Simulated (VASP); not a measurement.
Y:

```
Y
1.0
     3.56819    0.00000    0.00000
    -1.78409    3.09014    0.00000
     0.00000    0.00000   11.60235
Y
4
Direct
  0.66667 0.33333 0.75000
  0.00000 0.00000 0.50000
  0.33333 0.66667 0.25000
  0.00000 0.00000 0.00000
```

Base run:

* Program: VASP 6.6.1
* Functional: PBE
* Potentials or basis: VASP PAW PBE potentials, release 64 (Y_sv)
* Cutoff: 520 eV
* k mesh: 8 × 8 × 3
* Occupations: fermi-dirac, width 0.05 eV
* Spin: no spin polarisation

Its results: band gap on the k mesh zero (bands 22 and 23 overlap by 1.07 eV); pressure 0.5 GPa.

**Question.** The run is repeated on the same cell with these changes: functional from PBE to PBEsol; further incar settings from ALGO = Normal; EDIFF = 1e-07; NBANDS = 30 to ALGO = Fast; EDIFF = 1e-06; NBANDS = 30. What comes out?

**Answer.** Band gap on the k mesh zero (bands 22 and 23 overlap by 1.06 eV); pressure -1.5 GPa.

Caveats: the PAW data sets were made with another functional, which shifts forces and pressure a little (at least some runs).
